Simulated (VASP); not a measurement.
Te2Mo, 6 atoms in the cell. It takes space group P6_3/mmc (No. 194, hexagonal). Conventional cell: a = 3.319 Å, b = 3.319 Å, c = 14.709 Å, α = 90.00°, β = 90.00°, γ = 120.00°. Te (site symmetry 3m) has 3 Mo at 2.70 Å and 6 Te at 3.32 Å within 3.6 Å. Within 3.6 Å of Mo (site symmetry -6m2) lie 6 Te at 2.70 Å and 6 Mo at 3.32 Å.  This cell differs from its parent crystal: strain -0.050 along x and y, +0.050 along z.

```yaml
Program: VASP 6.6.1
Task: single point
Functional: PBEsol
Potentials_or_basis: VASP PAW PBE potentials, release 64 (Te, Mo_sv)
Cutoff: 520 eV
k_mesh: 12 × 12 × 2
Occupations: gaussian, width 0.05 eV
Spin: no spin polarisation
Dipole_correction: no
Further_INCAR_settings: ALGO = Normal; EDIFF = 1e-06; NBANDS = 35
```

Potentials or basis: VASP PAW PBE potentials, release 64 (Te, Mo_sv).

Run with:

```console
$ cat potpaw_PBE.64/Te/POTCAR potpaw_PBE.64/Mo_sv/POTCAR > POTCAR
$ mpirun -np 1 vasp_std > vasp.out
```

Hardware: 1 thread of Intel(R) Xeon(R) 6975P-C (Granite Rapids), with other jobs on the host.

Problem. Estimate the wall time of this run.

Solution. Run time: 2.1 min on 1 thread of Intel(R) Xeon(R) 6975P-C (Granite Rapids) (shared host), peak memory 0.38 GiB. Counts: scf iterations 17, k points 38.
